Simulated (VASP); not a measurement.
# ZnO (P6_3mc) in VASP: a series of runs

ZnO is run at these levels: PBE; tasks: relaxation of shape and atoms at fixed volume.

All numbers are computed with VASP 6.6.1; they aren't measurements. Logs are shortened: lines on timing, memory, paths and dates and some standing lists are left out, and cuts for length are marked.

### 1 The cell of the first run

Symmetry: P6_3mc, No. 186, hexagonal system. Conventional cell: a = 3.344 Å, b = 3.344 Å, c = 5.397 Å, α = 90.00°, β = 90.00°, γ = 120.00°. Zn (site symmetry 3m) has 4 O at 2.04 to 2.05 Å within 2.7 Å. Within 2.7 Å of O (site symmetry 3m) lie 4 Zn at 2.04 to 2.05 Å.

### 2 Relaxation of shape and atoms at fixed volume, PBE (volume scaled by 1.06)

File INCAR:

```
SYSTEM = ZnO
PREC = Accurate ; ENCUT = 600
EDIFF = 1E-7 ; ISMEAR = 0
SIGMA = 0.02 ; LREAL = .False.
LASPH = .True. ; NELM = 100
ALGO = Normal ; ISIF = 4
LWAVE = .False. ; LCHARG = .False.
GGA = PE ; IBRION = 2
NSW = 50 ; EDIFFG = -0.01
```

File KPOINTS:

```
Automatic mesh
0
Gamma
  12 12 6
  0 0 0
```

File POSCAR:

```
ZnO
1.0
    3.3438165585      0.0000000000      0.0000000000
   -1.6719082793      2.8958300853      0.0000000000
    0.0000000000      0.0000000000      5.3971365872
Zn O
2 2
Direct
    0.3333333333      0.6666666667      0.4999697863
    0.6666666667      0.3333333333     -0.0000302137
    0.6666666667      0.3333333333      0.3790402137
    0.3333333333      0.6666666667      0.8790402137
```

Potentials or basis: VASP PAW PBE potentials, release 64 (Zn, O).

Run with:

```
$ cat potpaw_PBE.64/Zn/POTCAR potpaw_PBE.64/O/POTCAR > POTCAR
$ mpirun -np 1 vasp_std > vasp.out
```

OUTCAR:

```text
SYSTEM = ZnO
   PREC = Accurate
   ENCUT = 600
   EDIFF = 1E-7
   ISMEAR = 0
   LREAL = .False.
   LASPH = .True.
   NELM = 100
   ISIF = 4
   GGA = PE
   IBRION = 2
   NSW = 50
   EDIFFG = -0.01

 ion  position               nearest neighbor table
   1  0.333  0.667  0.500-   3 2.04   3 2.04   3 2.04   4 2.05
   2  0.667  0.333  1.000-   4 2.04   4 2.04   4 2.04   3 2.05
   3  0.667  0.333  0.379-   1 2.04   1 2.04   1 2.04   2 2.05
   4  0.333  0.667  0.879-   2 2.04   2 2.04   2 2.04   1 2.05

  LATTYP: Found a hexagonal cell.
 ALAT       =     3.3438165585
 C/A-ratio  =     1.6140647948

  Lattice vectors:

 A1 = (   3.3438165585,   0.0000000000,   0.0000000000)
 A2 = (  -1.6719082793,   2.8958300853,   0.0000000000)
 A3 = (   0.0000000000,   0.0000000000,   5.3971365872)

Analysis of symmetry for initial positions (statically):
=====================================================================
 Subroutine PRICEL returns:
 Original cell was already a primitive cell.

 Routine SETGRP: Setting up the symmetry group for a
 hexagonal supercell.

 Subroutine GETGRP returns: Found 12 space group operations
 (whereof  6 operations were pure point group operations)
 out of a pool of 24 trial point group operations.

The static configuration has the point symmetry C_3v.
 The point group associated with its full space group is C_6v.

Analysis of symmetry for dynamics (positions and initial velocities):
=====================================================================
 Subroutine PRICEL returns:
 Original cell was already a primitive cell.

 Routine SETGRP: Setting up the symmetry group for a
 hexagonal supercell.

 Subroutine GETGRP returns: Found 12 space group operations
 (whereof  6 operations were pure point group operations)
 out of a pool of 24 trial point group operations.

The dynamic configuration has the point symmetry C_3v.
 The point group associated with its full space group is C_6v.

 Subroutine INISYM returns: Found 12 space group operations
 (whereof  6 operations are pure point group operations),
 and found     1 'primitive' translations

----------------------------------------------------------------------------------------

                                     Primitive cell

  volume of cell :      52.2611

[... 85 lines left out ...]
   ICHARG =      2    charge: 1-file 2-atom 10-const
   ISPIN  =      1    spin polarized calculation?
   LNONCOLLINEAR =      F non collinear calculations
   LSORBIT =      F    spin-orbit coupling
   LASPH  =      T    aspherical Exc in radial PAW
   ENCUT  =  600.0 eV  44.10 Ry    6.64 a.u.   6.68  6.68 10.78*2*pi/ulx,y,z
   NELM   =    100;   NELMIN=  2; NELMDL= -5     # of ELM steps
   EDIFF  = 0.1E-06   stopping-criterion for ELM
   LREAL  =      F    real-space projection
   EDIFFG = -.1E-01   stopping-criterion for IOM
   NSW    =     50    number of steps for IOM
   IBRION =      2    ionic relax: 0-MD 1-quasi-New 2-CG
   NFREE  =      1    steps in history (QN), initial steepest desc. (CG)
   ISIF   =      4    stress and relaxation
   ISYM   =      2    0-nonsym 1-usesym 2-fastsym
   POTIM  = 0.5000    time-step for ionic-motion
   TEBEG  =    0.0;   TEEND  =   0.0 temperature during run
   PSTRESS=    0.0 pullay stress
   NELECT =      36.0000    total number of electrons
   NUPDOWN=      -1.0000    fix difference up-down
   EMIN   =  10.00;   EMAX   =-10.00  energy-range for DOS
   EFERMI =   0.00;   METHOD = LEGACY
   ISMEAR =     0;   SIGMA  =   0.02  broadening in eV -4-tet -1-fermi 0-gaus
   EFERMI_NEDOS =   21; number of points for ismear=-14 and -15
   IALGO  =     38    algorithm
   IMIX   =      4    mixing-type and parameters
     AMIX     =   0.40;   BMIX     =  1.00
     AMIX_MAG =   1.60;   BMIX_MAG =  1.00
  volume/ion in A,a.u.               =      13.07        88.17
  Fermi-wavevector in a.u.,A,eV,Ry     =   1.445826  2.732215 28.441792  2.090413
  Thomas-Fermi vector in A             =   2.563964
   LORBIT       =      0    0 simple, 1 ext, 2 COOP (PROOUT), +10 PAW based schemes
   GGA     = PE    functional components
   LHFCALC =     F    Hartree Fock is set to
   AEXX    =    0.0000 exact exchange contribution
   IVDW    =     0    specifies the selected vdW correction
   LEPSILON=     F    determine dielectric tensor
   LRPA    =     F    only Hartree local field effects (RPA)
 conjugate gradient relaxation of ions
 non-spin polarized calculation
 Gauss-broadening in eV      SIGMA  =   0.02
  energy-cutoff  :      600.00
  volume of cell :       52.26
 maximum number of plane-waves:      1768
 NGX is ok and might be reduce to    28
   NGX = 13   NGY = 13   NGZ = 21

 number of electron      35.9999995 magnetization

 Free energy of the ion-electron system (eV)
  ---------------------------------------------------
  ext. energy  EPLUGINS =         0.00000000
  ---------------------------------------------------
  free energy    TOTEN  =       -17.81735109 eV

  energy without entropy =      -17.81735109  energy(sigma->0) =      -17.81735109

 E-fermi :   0.5675     XC(G=0): -10.4223

 val. band max:        0.4070982725   @ k =   0.0000   0.0000   0.0000
 cond. band min:       1.0476794914   @ k =   0.0000   0.0000   0.0000
 fundamental gap:      0.6405812189
 Fermi energy:         0.5675332849

 k-point     1 :       0.0000    0.0000    0.0000
  band No.  band energies     occupation
      1     -16.9841      2.00000
      2     -16.3975      2.00000
      3      -4.8964      2.00000
      4      -4.8964      2.00000
      5      -4.8640      2.00000
      6      -4.7326      2.00000
[... 589 lines left out ...]
     21       8.3673      0.00000
     22       8.9183      0.00000

 [... further k-points ...]
[... 5 lines left out ...]
  --------------------------------------------------------------------------------------
  -------------------------------------------------------------------------------------
  Total       -1.9900024     -1.9900024     -1.9692793      0.0000000      0.0000000      0.0000000
  in kB      -61.0077847    -61.0077847    -60.3724725      0.0000000      0.0000000      0.0000000
  external PRESSURE =     -60.7960140 kB  Pullay stress =       0.0000000 kB

 VOLUME and BASIS-vectors are now :
 -----------------------------------------------------------------------------
  energy-cutoff  :      600.00
  volume of cell :       52.26
      direct lattice vectors                 reciprocal lattice vectors
     3.343816558  0.000000000  0.000000000     0.299059468  0.172662064  0.000000000
    -1.671908279  2.895830085  0.000000000     0.000000000  0.345324128  0.000000000
     0.000000000  0.000000000  5.397136587     0.000000000  0.000000000  0.185283434

 POSITION                                       TOTAL-FORCE (eV/Angst)
 -----------------------------------------------------------------------------------
     -0.00000      1.93055      2.69841         0.000000     -0.000000     -0.001435
      1.67191      0.96528      5.39697        -0.000000      0.000000     -0.001435
      1.67191      0.96528      2.04573        -0.000000     -0.000000      0.001435
     -0.00000      1.93055      4.74430         0.000000      0.000000      0.001435
 -----------------------------------------------------------------------------------
    total drift:                                0.000000      0.000000      0.000474

  FREE ENERGIE OF THE ION-ELECTRON SYSTEM (eV)
  ---------------------------------------------------
  free  energy   TOTEN  =       -17.8173510910 eV

  energy  without entropy=      -17.8173510910  energy(sigma->0) =      -17.81735109

 reached required accuracy - stopping structural energy minimisation
```

CONTCAR:

```text
ZnO
   1.00000000000000
     3.3438165584999999    0.0000000000000000    0.0000000000000000
    -1.6719082793000000    2.8958300853000001    0.0000000000000000
     0.0000000000000000    0.0000000000000000    5.3971365872000003
  Zn              O
     2     2
Direct
     0.3333333332999970    0.6666666667000030    0.4999697862999994
     0.6666666667000030    0.3333333332999970    0.9999697862999994
     0.6666666667000030    0.3333333332999970    0.3790402137000015
     0.3333333332999970    0.6666666667000030    0.8790402137000015

  0.00000000E+00  0.00000000E+00  0.00000000E+00
  0.00000000E+00  0.00000000E+00  0.00000000E+00
  0.00000000E+00  0.00000000E+00  0.00000000E+00
  0.00000000E+00  0.00000000E+00  0.00000000E+00
```

Run time: 1.8 min. Hardware: 1 thread of AMD EPYC 9R45 (Zen 5), shared host; peak memory 0.21 GiB.

What came out:

- Free energy: -17.8174 eV
- Pressure after relaxing: -6.1 GPa
- Band gap on the k mesh: 0.64 eV, direct

Final structure:
```
Zn O
1.0
     3.34382    0.00000    0.00000
    -1.67191    2.89583    0.00000
     0.00000    0.00000    5.39714
Zn O
2 2
Direct
  0.33333 0.66667 0.49997
  0.66667 0.33333 0.99997
  0.66667 0.33333 0.37904
  0.33333 0.66667 0.87904
```

Caveat: the relaxation stopped at its first step, so nothing moved.

(Part 1 of 2 ends here.)
